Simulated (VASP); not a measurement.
# H4CO in VASP: further runs

The runs below take H4CO through single point, relaxation of the atoms, with PBE+D3(BJ).

Everything below comes from runs of VASP 6.6.1. Logs are shortened: lines on timing, memory, paths and dates and some standing lists are left out, and cuts for length are marked.

## (1) The cell of the first run

The cell holds a disordered packing, 36 atoms: a = 8.055 Å, b = 8.055 Å, c = 8.055 Å, α = 90.00°, β = 90.00°, γ = 90.00°.

## (2) Single point, PBE+D3(BJ)

Contents of INCAR:

```
SYSTEM = H4CO
PREC = Accurate
ENCUT = 520
EDIFF = 1E-6
ISMEAR = -1
SIGMA = 0.02
LREAL = Auto
LASPH = .True.
NELM = 80
ALGO = Normal
ISIF = 2
LWAVE = .False.
LCHARG = .False.
GGA = PE
IVDW = 12
NBANDS = 66
```

Contents of KPOINTS:

```
regular mesh
0
Gamma
  1 1 1
  0 0 0
```

Contents of POSCAR:

```
H4CO
1.0
    8.0548320000      0.0000000000      0.0000000000
    0.0000000000      8.0548320000      0.0000000000
    0.0000000000      0.0000000000      8.0548320000
C O H
6 6 24
Direct
    0.9699271195      0.8853815946      0.4326098918
    0.2483602389      0.3677171665      0.6955452330
    0.8249458213      0.4346831815      0.3660783987
    0.4684765616      0.9906972610      0.6342031715
    0.3986054582      0.6875872768      0.2599185185
    0.8128537007      0.6076973424     -0.0785367094
    0.8206750929      0.9655322420      0.3745453661
    0.3054191571      0.4952431038      0.8070807684
    0.8281612826      0.3634712679      0.5249643940
    0.5572059107      0.8400423497      0.5896584808
    0.3009373752      0.5461318126      0.2156717856
    0.7308532319      0.4607172440     -0.1550497887
    0.9947569360      0.7578432424      0.3972274034
    0.7994952595      1.0657702110      0.4315297948
    1.0838214875      0.9509819696      0.3893191068
    0.9697036512      0.8834696987      0.5683544983
    0.1267686278      0.3649113973      0.6285295584
    0.2398311970      0.5961390629      0.7983282581
    0.3422417749      0.3465249182      0.6015519628
    0.2469945990      0.2512156678      0.7630575039
    0.9444517279      0.4731321522      0.3089449910
    0.8159325980      0.4333299565      0.6281695261
    0.7803514710      0.3337499777      0.2655176421
    0.7369861966      0.5357901940      0.3578721443
    0.4099402694      0.9617829397      0.7564155280
    0.6231539031      0.8645369637      0.4896439802
    0.5635002692      1.0874714705      0.6536821625
    0.3694924984      1.0380725507      0.5387946018
    0.3574624524      0.7127522958      0.3915910350
    0.3209626222      0.5175899386      0.1022119394
    0.5256347991      0.6686793716      0.2654555675
    0.3746198555      0.7991973017      0.1935484191
    0.8214572321      0.5976785115      0.0488899086
    0.6103665477      0.4703263830     -0.1321318682
    0.9357985368      0.6218130931     -0.1240497629
    0.7694760114      0.7290406553     -0.1228579317
```

Potentials or basis: VASP PAW PBE potentials, release 64 (C, O, H).

On the command line:

```console
$ cat potpaw_PBE.64/C/POTCAR potpaw_PBE.64/O/POTCAR potpaw_PBE.64/H/POTCAR > POTCAR
$ mpirun -np 1 vasp_gam > vasp.out
```

OUTCAR:

```text
SYSTEM = H4CO
   PREC = Accurate
   ENCUT = 520
   EDIFF = 1E-6
   ISMEAR = -1
   LREAL = Auto
   LASPH = .True.
   NELM = 80
   ISIF = 2
   GGA = PE
   IVDW = 12
 IVDW          = 12

 ion  position               nearest neighbor table
   1  0.970  0.885  0.433-  13 1.08  16 1.09  15 1.11   7 1.44
   2  0.248  0.368  0.696-  19 1.08  20 1.08  17 1.12   8 1.44
   3  0.825  0.435  0.366-  24 1.08  21 1.11  23 1.20   9 1.40
   4  0.468  0.991  0.634-  27 1.10  25 1.12  28 1.17  10 1.45
   5  0.399  0.688  0.260-  31 1.04  32 1.06  29 1.13  11 1.43
   6  0.813  0.608  0.921-  33 1.03  35 1.06  36 1.10  12 1.49
   7  0.821  0.966  0.375-  14 0.94   1 1.44
   8  0.305  0.495  0.807-  18 0.97   2 1.44
   9  0.828  0.363  0.525-  22 1.01   3 1.40
  10  0.557  0.840  0.590-  26 0.98   4 1.45
  11  0.301  0.546  0.216-  30 0.96   5 1.43
  12  0.731  0.461  0.845-  34 0.99   6 1.49
  13  0.995  0.758  0.397-   1 1.08
  14  0.799  0.066  0.432-   7 0.94
  15  0.084  0.951  0.389-   1 1.11
  16  0.970  0.883  0.568-   1 1.09
  17  0.127  0.365  0.629-   2 1.12
  18  0.240  0.596  0.798-   8 0.97
[... 16 lines left out ...]
  35  0.936  0.622  0.876-   6 1.06
  36  0.769  0.729  0.877-   6 1.10

  LATTYP: Found a simple cubic cell.
 ALAT       =     8.0548320000

  Lattice vectors:

 A1 = (   8.0548320000,   0.0000000000,   0.0000000000)
 A2 = (   0.0000000000,   8.0548320000,   0.0000000000)
 A3 = (   0.0000000000,   0.0000000000,   8.0548320000)

Analysis of symmetry for initial positions (statically):
=====================================================================
 Subroutine PRICEL returns:
 Original cell was already a primitive cell.

 Routine SETGRP: Setting up the symmetry group for a
 simple cubic supercell.

 Subroutine GETGRP returns: Found  1 space group operations
 (whereof  1 operations were pure point group operations)
 out of a pool of 48 trial point group operations.

The static configuration has the point symmetry C_1 .

Analysis of symmetry for dynamics (positions and initial velocities):
=====================================================================
 Subroutine PRICEL returns:
 Original cell was already a primitive cell.

 Routine SETGRP: Setting up the symmetry group for a
 simple cubic supercell.

 Subroutine GETGRP returns: Found  1 space group operations
 (whereof  1 operations were pure point group operations)
 out of a pool of 48 trial point group operations.

The dynamic configuration has the point symmetry C_1 .

 Subroutine INISYM returns: Found  1 space group operations
 (whereof  1 operations are pure point group operations),
 and found     1 'primitive' translations

----------------------------------------------------------------------------------------

                                     Primitive cell

  volume of cell :     522.6001

  direct lattice vectors                    reciprocal lattice vectors
     8.054832000  0.000000000  0.000000000     0.124149082  0.000000000  0.000000000
     0.000000000  8.054832000  0.000000000     0.000000000  0.124149082  0.000000000
     0.000000000  0.000000000  8.054832000     0.000000000  0.000000000  0.124149082

  length of vectors
     8.054832000  8.054832000  8.054832000     0.124149082  0.124149082  0.124149082

  position of ions in fractional coordinates (direct lattice)
     0.969927119  0.885381595  0.432609892
     0.248360239  0.367717167  0.695545233
     0.824945821  0.434683181  0.366078399
     0.468476562  0.990697261  0.634203171
     0.398605458  0.687587277  0.259918519
     0.812853701  0.607697342  0.921463291
[... 28 lines left out ...]
     0.935798537  0.621813093  0.875950237
     0.769476011  0.729040655  0.877142068

  ion indices of the primitive-cell ions
   primitive index   ion index
                 1           1
                 2           2
                 3           3
                 4           4
                 5           5
                 6           6
[... 28 lines left out ...]
                35          35
                36          36

----------------------------------------------------------------------------------------

 KPOINTS: regular mesh

Automatic generation of k-mesh.
 Grid dimensions read from file:
 generate k-points for:    1    1    1

 Generating k-lattice:

  Cartesian coordinates                     Fractional coordinates (reciprocal lattice)
     0.124149082  0.000000000  0.000000000     1.000000000  0.000000000  0.000000000
     0.000000000  0.124149082  0.000000000     0.000000000  1.000000000  0.000000000
     0.000000000  0.000000000  0.124149082     0.000000000  0.000000000  1.000000000

  Length of vectors
     0.124149082  0.124149082  0.124149082

  Shift w.r.t. Gamma in fractional coordinates (k-lattice)
     0.000000000  0.000000000  0.000000000

 Subroutine IBZKPT returns following result:
 ===========================================

 Found      1 irreducible k-points:

 Following reciprocal coordinates:
            Coordinates               Weight
  0.000000  0.000000  0.000000      1.000000
   k-points           NKPTS =      1   k-points in BZ     NKDIM =      1   number of bands    NBANDS=     66
   number of dos      NEDOS =    301   number of ions     NIONS =     36
   total plane-waves  NPLWV = 216000
   dimension x,y,z NGX =    60 NGY =   60 NGZ =   60
   dimension x,y,z NGXF=   120 NGYF=  120 NGZF=  120
   ions per type =               6   6  24
   NGX,Y,Z   is equivalent  to a cutoff of  12.38, 12.38, 12.38 a.u.
   NGXF,Y,Z  is equivalent  to a cutoff of  24.77, 24.77, 24.77 a.u.
 SYSTEM =  H4CO
   PREC   = accura    normal or accurate (medium, high low for compatibility)
   ISTART =      0    job   : 0-new  1-cont  2-samecut
   ICHARG =      2    charge: 1-file 2-atom 10-const
   ISPIN  =      1    spin polarized calculation?
   LNONCOLLINEAR =      F non collinear calculations
   LSORBIT =      F    spin-orbit coupling
   LASPH  =      T    aspherical Exc in radial PAW
   ENCUT  =  520.0 eV  38.22 Ry    6.18 a.u.  14.98 14.98 14.98*2*pi/ulx,y,z
   NELM   =     80;   NELMIN=  2; NELMDL= -5     # of ELM steps
   EDIFF  = 0.1E-05   stopping-criterion for ELM
   LREAL  =      T    real-space projection
   EDIFFG = 0.1E-04   stopping-criterion for IOM
   NSW    =      0    number of steps for IOM
   IBRION =     -1    ionic relax: 0-MD 1-quasi-New 2-CG
   NFREE  =      0    steps in history (QN), initial steepest desc. (CG)
   ISIF   =      2    stress and relaxation
   ISYM   =      2    0-nonsym 1-usesym 2-fastsym
   POTIM  = 0.5000    time-step for ionic-motion
   TEBEG  =    0.0;   TEEND  =   0.0 temperature during run
   PSTRESS=    0.0 pullay stress
   NELECT =      84.0000    total number of electrons
   NUPDOWN=      -1.0000    fix difference up-down
   EMIN   =  10.00;   EMAX   =-10.00  energy-range for DOS
   EFERMI =   0.00;   METHOD = LEGACY
   ISMEAR =    -1;   SIGMA  =   0.02  broadening in eV -4-tet -1-fermi 0-gaus
   EFERMI_NEDOS =   21; number of points for ismear=-14 and -15
   IALGO  =     38    algorithm
   IMIX   =      4    mixing-type and parameters
     AMIX     =   0.40;   BMIX     =  1.00
     AMIX_MAG =   1.60;   BMIX_MAG =  1.00
  volume/ion in A,a.u.               =      14.52        97.96
  Fermi-wavevector in a.u.,A,eV,Ry     =   0.890112  1.682068 10.779893  0.792300
  Thomas-Fermi vector in A             =   2.011761
   LORBIT       =      0    0 simple, 1 ext, 2 COOP (PROOUT), +10 PAW based schemes
   GGA     = PE    functional components
   LHFCALC =     F    Hartree Fock is set to
   AEXX    =    0.0000 exact exchange contribution
   IVDW    =    12    specifies the selected vdW correction
   LEPSILON=     F    determine dielectric tensor
   LRPA    =     F    only Hartree local field effects (RPA)
 non-spin polarized calculation
  energy-cutoff  :      520.00
  volume of cell :      522.60
 maximum number of plane-waves:      6999
 NGX is ok and might be reduce to    60
   NGX = 29   NGY = 29   NGZ = 29

 number of electron      84.0000000 magnetization

 Free energy of the ion-electron system (eV)
  ---------------------------------------------------
  ext. energy  EPLUGINS =         0.00000000
  ---------------------------------------------------
  free energy    TOTEN  =      -181.00694811 eV

  energy without entropy =     -181.00694811  energy(sigma->0) =     -181.00694811

 E-fermi :  -3.1950     XC(G=0):  -5.4132

 val. band max:       -3.7557013149   @ k =   0.0000   0.0000   0.0000
 cond. band min:       0.6041168499   @ k =   0.0000   0.0000   0.0000
 fundamental gap:      4.3598181648
 Fermi energy:        -3.1950443232

 k-point     1 :       0.0000    0.0000    0.0000
  band No.  band energies     occupation
      1     -23.5161      2.00000
      2     -23.5065      2.00000
      3     -23.0827      2.00000
      4     -23.0517      2.00000
      5     -22.7520      2.00000
      6     -22.6877      2.00000
[... 46 lines left out ...]
     53       3.8952      0.00000
     54       4.1050      0.00000
 [bands above 54 left out]

------------------------ aborting loop because EDIFF is reached ----------------------------------------

 Edisp (eV)   -0.95715

 E8    (eV) :    -0.2052

  FORCE on cell =-STRESS in cart. coord.  units (eV):
  Direction    XX          YY          ZZ          XY          YZ          ZX
  --------------------------------------------------------------------------------------
  -------------------------------------------------------------------------------------
  Total      -1.72953    -1.93225    -2.02869    -2.06714    -1.55809    -0.93844
  in kB      -5.30236    -5.92387    -6.21951    -6.33740    -4.77676    -2.87704
  external pressure =       -5.82 kB  Pullay stress =        0.00 kB

 VOLUME and BASIS-vectors are now :
 -----------------------------------------------------------------------------
  energy-cutoff  :      520.00
  volume of cell :      522.60
      direct lattice vectors                 reciprocal lattice vectors
     8.054832000  0.000000000  0.000000000     0.124149082  0.000000000  0.000000000
     0.000000000  8.054832000  0.000000000     0.000000000  0.124149082  0.000000000
     0.000000000  0.000000000  8.054832000     0.000000000  0.000000000  0.124149082

 POSITION                                       TOTAL-FORCE (eV/Angst)
 -----------------------------------------------------------------------------------
      7.81260      7.13160      3.48460         0.762304      1.348210      0.673975
      2.00050      2.96190      5.60250         0.106315     -1.032211     -0.407470
      6.64480      3.50130      2.94870        -0.524860     -1.344456     -1.996329
      3.77350      7.97990      5.10840        -0.063259     -0.213249     -0.299442
      3.21070      5.53840      2.09360        -2.723330     -0.294031      2.357725
      6.54740      4.89490      7.42223        -0.968417     -0.190562     -2.568127
[... 28 lines left out ...]
      7.53770      5.00860      7.05563         1.490746     -0.904177     -0.565402
      6.19800      5.87230      7.06523        -1.134431     -0.078083      0.235650
 -----------------------------------------------------------------------------------
    total drift:                               -0.002967      0.000567      0.005238

  FREE ENERGIE OF THE ION-ELECTRON SYSTEM (eV)
  ---------------------------------------------------
  free  energy   TOTEN  =      -181.9640984307 eV

  energy  without entropy=     -181.9640984307  energy(sigma->0) =     -181.96409843
```

Wall time 65 s (1 thread of Intel Xeon Platinum 8488C (Sapphire Rapids), shared host); peak memory 0.44 GiB.

Results:

| Item | Value |
| --- | --- |
| Free energy | -181.9641 eV |
| Pressure | -0.6 GPa |
| Largest force | 3.614 eV/Å |
| Band gap on the k mesh | 4.36 eV |
| Dispersion energy per atom | -0.027 eV |

Forces on the atoms (eV/Å):
```
C    0.762  1.348  0.674
C    0.106 -1.032 -0.407
C   -0.525 -1.344 -1.996
C   -0.063 -0.213 -0.299
C   -2.723 -0.294  2.358
C   -0.968 -0.191 -2.568
O    0.167 -2.474 -1.359
O   -0.512  0.148  0.128
O    0.475 -0.729  0.792
O   -0.641  0.381 -0.222
O   -0.023  0.252  0.397
O    0.301  1.386  0.612
H   -0.994 -0.458 -0.726
H    0.281  1.470  0.979
H   -0.368  0.157  0.177
H    0.131  0.133  0.329
H    0.195  1.133  0.646
H   -0.005 -0.106 -0.252
H    0.422  0.282 -0.547
H   -0.045 -0.348  0.619
H    0.168  0.101  0.701
H   -0.351 -0.210 -1.166
H    0.401  1.274  1.754
H   -0.364  0.557 -0.060
H    0.017  0.287 -0.589
H    0.101  0.050  0.199
H   -0.365  0.333  0.015
H    1.148 -0.791  1.045
H    0.480 -0.010 -0.760
H    0.125 -0.286 -1.052
H    2.400 -0.702 -0.123
H   -0.445  0.933 -1.065
H   -0.217 -0.119  2.424
H    0.574  0.064 -0.326
H    1.491 -0.904 -0.565
H   -1.134 -0.078  0.236
```

Stress tensor (GPa, compression positive):
```
-0.53 -0.63 -0.29
-0.63 -0.59 -0.48
-0.29 -0.48 -0.62
```

Caveat: the k points lie up to 0.78 Å⁻¹ apart; the atoms stand as in a frame of molecular dynamics.

(Part 1 of 2 ends here.)
